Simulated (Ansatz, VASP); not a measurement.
Ga4Sb3 in VASP and in Ansatz

```
CELL_PARAMETERS angstrom
4.32129 0.00000 0.00000
0.00000 4.32129 0.00000
0.00000 0.00000 24.16684
ATOMIC_POSITIONS crystal
Ga 0.50000 0.50000 0.31034
Ga 0.00000 0.00000 0.43678
Ga 0.50000 0.50000 0.56322
Ga 0.00000 0.00000 0.68966
Sb 0.50000 0.00000 0.37356
Sb 0.00000 0.50000 0.50000
Sb 0.50000 0.00000 0.62644
```

Alike in both runs: task single point; functional r2SCAN; k mesh 8 × 8 × 1; occupations gaussian, width 0.1 eV; no spin polarisation.

```csv
,VASP,Ansatz
version,VASP 6.6.1,Ansatz 0.2.0
potentials or method,"VASP PAW PBE potentials, release 64 (Ga_d, Sb), cutoff 520 eV","scalar-relativistic, plane waves, PAW"
valence electrons in the cell,67,97
```

|  | VASP | Ansatz | Ansatz less VASP |
| --- | --- | --- | --- |
| gap on the k mesh at the Fermi level (eV) | none | none | - |
| rms of the force components (eV/Å) | 0.321 | 0.314 | -0.0076 |

VASP's potentials were made for PBE, not for r2SCAN. A gap of «none» marks a metal or a gap that the smearing closes. VASP's potentials hold 67 valence electrons a cell and Ansatz's 97, so a difference there can come from the potentials and not from the codes.

Spin-orbit coupling is off throughout.
